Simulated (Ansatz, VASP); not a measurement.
## Hf3N4 in VASP and in Ansatz

File INCAR:

```
SYSTEM = Hf3N4
ALGO = Normal
EDIFF = 1E-7
EDIFFG = -0.02
ENCUT = 520
GGA = PE
GGA_COMPAT = .False.
IBRION = 2
ISIF = 2
ISMEAR = -1
KPAR = 4
LASPH = .True.
LCHARG = .False.
LREAL = .False.
LWAVE = .False.
NELM = 120
NELMIN = 4
NSW = 80
PREC = Accurate
SIGMA = 0.02
```

Contents of KPOINTS:

```
k-points
0
Gamma
  6 6 6
  0 0 0
```

The input POSCAR:

```
Hf3N4
1.0
   -3.2821032572      3.2821032572      3.2821032572
    3.2821032572     -3.2821032572      3.2821032572
    3.2821032572      3.2821032572     -3.2821032572
Hf N
6 8
Direct
    0.2500000000      0.6250000000      0.3750000000
    0.3750000000      0.2500000000      0.6250000000
    0.7500000000      0.8750000000      0.1250000000
    0.1250000000      0.7500000000      0.8750000000
    0.6250000000      0.3750000000      0.2500000000
    0.8750000000      0.1250000000      0.7500000000
    0.1355620488      0.1355620488      0.1355620488
    0.8644379512      0.5000000000      0.0000000000
    0.5000000000      0.0000000000      0.3644379512
    0.0000000000      0.8644379512      0.5000000000
    0.3644379512      0.5000000000      0.0000000000
    0.6355620488      0.6355620488      0.6355620488
    0.0000000000      0.3644379512      0.5000000000
    0.5000000000      0.0000000000      0.8644379512
```

Input for Ansatz:

```yaml
crystal:
  lattice:
    - [-3.2821032572, 3.2821032572, 3.2821032572]
    - [3.2821032572, -3.2821032572, 3.2821032572]
    - [3.2821032572, 3.2821032572, -3.2821032572]
  atoms:
    - { symbol: Hf, position: [0.25, 0.625, 0.375] }
    - { symbol: Hf, position: [0.375, 0.25, 0.625] }
    - { symbol: Hf, position: [0.75, 0.875, 0.125] }
    - { symbol: Hf, position: [0.125, 0.75, 0.875] }
    - { symbol: Hf, position: [0.625, 0.375, 0.25] }
    - { symbol: Hf, position: [0.875, 0.125, 0.75] }
    - { symbol: "N", position: [0.1355620488, 0.1355620488, 0.1355620488] }
    - { symbol: "N", position: [0.8644379512, 0.5, 0.0] }
    - { symbol: "N", position: [0.5, 0.0, 0.3644379512] }
    - { symbol: "N", position: [0.0, 0.8644379512, 0.5] }
    - { symbol: "N", position: [0.3644379512, 0.5, 0.0] }
    - { symbol: "N", position: [0.6355620488, 0.6355620488, 0.6355620488] }
    - { symbol: "N", position: [0.0, 0.3644379512, 0.5] }
    - { symbol: "N", position: [0.5, 0.0, 0.8644379512] }
kpoints:
  mp_grid: { grid: [6, 6, 6] }
scf:
  occupations: { method: fermi_dirac, width: 0.02 }
hamiltonian:
  xc: pbe
  pseudopotentials: { kind: paw }
output:
  forces: true
  stress: true
  populations: true
  efg:
    quadrupole_moments_barn: { Hf: 3.365, "N": 0.02044 }
    contact_densities: true
relax:
  f_tol: 0.02
  max_steps: 60
```

Change from the starting cell: volume scaled by 0.94, ions relaxed.

Alike in both runs: task relaxation of the atoms; functional PBE; k mesh 6 × 6 × 6; occupations fermi-dirac, width 0.02 eV; no spin polarisation.

|  | VASP | Ansatz |
| --- | --- | --- |
| version | VASP 6.6.1 | Ansatz 0.2.0 |
| potentials or method | VASP PAW PBE potentials, release 64 (Hf_pv, N) | plane-wave PAW, scalar-relativistic |
| plane-wave cutoff (eV) | 520 | 420 |
| valence electrons in the cell | 100 | 196 |

```tsv
	VASP	Ansatz	Ansatz less VASP
gap on the k mesh at the Fermi level, each at its own relaxed structure (eV)	1.17	1.19	+0.022
```

VASP's potentials hold 100 valence electrons a cell and Ansatz's 196, so a difference there can come from the potentials and not from the codes. Ansatz's warnings: stress scf threshold loose.

Spin-orbit coupling is off throughout.
